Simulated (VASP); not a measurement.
Write the native input for VASP 6.6.1 that does the following.

```yaml
Task: relaxation of cell and atoms
Functional: LDA
Potentials_or_basis: VASP PAW LDA potentials, release 64 (Hf_pv)
Cutoff: 600 eV
k_mesh: 16 × 16 × 16
Occupations: fermi-dirac, width 0.1 eV
Spin: no spin polarisation
Target_pressure: 10 GPa
Dipole_correction: no
Further_INCAR_settings: ALGO = Normal; EDIFF = 1e-06; IBRION = 2; EDIFFG = -0.005; NSW = 60; ISIF = 3
```

The structure of Hf lies in POSCAR:

```
Hf
1.0
   -1.6869980771      1.6869980771      1.6869980771
    1.6869980771     -1.6869980771      1.6869980771
    1.6869980771      1.6869980771     -1.6869980771
Hf
1
Direct
    0.0000000000      0.0000000000      0.0000000000
```

These files were run (other wordings do the same):

INCAR

```
  ALGO = Normal
  EDIFF = 1E-6
  EDIFFG = -0.005
  ENCUT = 600
  IBRION = 2
  ISIF = 3
  ISMEAR = -1
  LASPH = T
  LCHARG = F
  LREAL = F
  LWAVE = F
  NELM = 60
  NSW = 60
  PREC = Accurate
  PSTRESS = 100.0
  SIGMA = 0.1
```

KPOINTS

```
k-points
0
Gamma
  16 16 16
```

Potentials or basis: VASP PAW LDA potentials, release 64 (Hf_pv).

The run is started by

```sh
$ cat potpaw_LDA.64/Hf_pv/POTCAR > POTCAR
$ mpirun -np 1 vasp_std > vasp.out
```

It gave:

| Item | Value |
| --- | --- |
| Relaxed volume | 18.95 Å³/atom |
| Relaxed cell | a = 2.909 Å, b = 2.909 Å, c = 2.909 Å, α = 109.47°, β = 109.47°, γ = 109.47° |
| Space group after relaxing (to 0.05 Å) | Im-3m (No. 229) |
| Energy change on relaxing (the enthalpy is what falls) | +14.3 meV/atom |
| Ionic steps | 3 |
| Pressure after relaxing | 10.0 GPa |
| Band gap on the k mesh | zero (band 5 reaches 7.20 eV, above the bottom of band 6 at 4.70 eV) |

Caveat: the cell is relaxed towards a set pressure, so the enthalpy falls and the energy may rise; spin-orbit coupling is left out, which moves the levels of the heavy elements.

Wall time 93 s on 1 thread of AMD EPYC 7R13 (shared host), peak memory 0.14 GiB.
